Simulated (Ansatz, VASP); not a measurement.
**MgS: VASP beside Ansatz**

POSCAR

```
MgS
1.0
    0.0000000000      2.8331200468      2.8331200468
    2.8331200468      0.0000000000      2.8331200468
    2.8331200468      2.8331200468      0.0000000000
S Mg
1 1
Direct
    0.2500000000      0.2500000000      0.2500000000
    0.0000000000      0.0000000000      0.0000000000
```

Contents of INCAR.step1:

```
PREC     = Accurate       # precision mode
ENCUT    = 520            # plane-wave cutoff, eV
EDIFF    = 1E-5           # SCF threshold, eV
ISMEAR   = 0              # smearing method
SIGMA    = 0.01           # smearing width, eV
LREAL    = False          # projectors in reciprocal space
LASPH    = True           # aspherical terms in the spheres
NELM     = 100            # most SCF steps
ALGO     = Normal         # electronic algorithm
ISIF     = 2              # what is computed and relaxed
LWAVE    = True           # write WAVECAR
NBANDS   = 11             # bands
GGA      = PE             # functional
```

The input INCAR.step2:

```
PREC     = Accurate       # precision mode
ENCUT    = 520            # plane-wave cutoff, eV
EDIFF    = 1E-6           # SCF threshold, eV
ISMEAR   = 0              # smearing method
SIGMA    = 0.01           # smearing width, eV
LREAL    = False          # projectors in reciprocal space
LASPH    = True           # aspherical terms in the spheres
NELM     = 100            # most SCF steps
ALGO     = Normal         # electronic algorithm
ISIF     = 2              # what is computed and relaxed
LWAVE    = False          # write WAVECAR
LCHARG   = True           # write CHGCAR
GGA      = PE             # functional
LHFCALC  = True           # exact exchange
AEXX     = 0.25           # exact-exchange fraction
PRECFOCK = Normal       
LELF     = True           # ELF
LVHAR    = True         
NBANDS   = 11             # bands
ISTART   = 1
```

The input KPOINTS:

```
regular mesh
0
Gamma
  6 6 6
```

The input input:

```
crystal:
  lattice:
    - [0.0, 2.8331200468, 2.8331200468]
    - [2.8331200468, 0.0, 2.8331200468]
    - [2.8331200468, 2.8331200468, 0.0]
  atoms:
    - { symbol: S, position: [0.25, 0.25, 0.25] }
    - { symbol: Mg, position: [0.0, 0.0, 0.0] }
kpoints:
  mp_grid: { grid: [6, 6, 6] }
  band_path:
    path:
      - [0.0, 0.0, 0.0]
      - [-0.5, -0.5, 0.0]
      - [-0.375, -0.375, 0.25]
      - [-0.375, 0.0, 0.375]
      - [0.0, 0.0, 0.5]
      - [-0.5, -0.25, 0.25]
    npoints: 1
hamiltonian:
  xc: pbe0
scf:
  occupations: { method: fixed }
  n_extra_bands: 4
output:
  forces: true
  stress: true
  eigenvalues: true
```

Alike in both runs: functional PBE0; k mesh 6 × 6 × 6; no spin polarisation.

|  | VASP | Ansatz |
| --- | --- | --- |
| version | VASP 6.6.1 | Ansatz 0.2.0 |
| potentials or method | VASP PAW PBE potentials, release 64 (S, Mg) | Ansatz PAW |
| plane-wave cutoff (eV) | 520 | 420 |
| occupations | gaussian, width 0.01 eV | fixed |
| valence electrons in the cell | 8 | 16 |
| task | single point | band structure |

```csv
,VASP,Ansatz,Ansatz less VASP
gap on the k mesh at the Fermi level (eV),5.19,5.20,+0.002
least direct gap on the mesh (eV),5.19,5.20,+0.002
pressure (GPa),-0.4,-0.2,+0.21
```

VASP's potentials hold 8 valence electrons a cell and Ansatz's 16, so a difference there can come from the potentials and not from the codes.
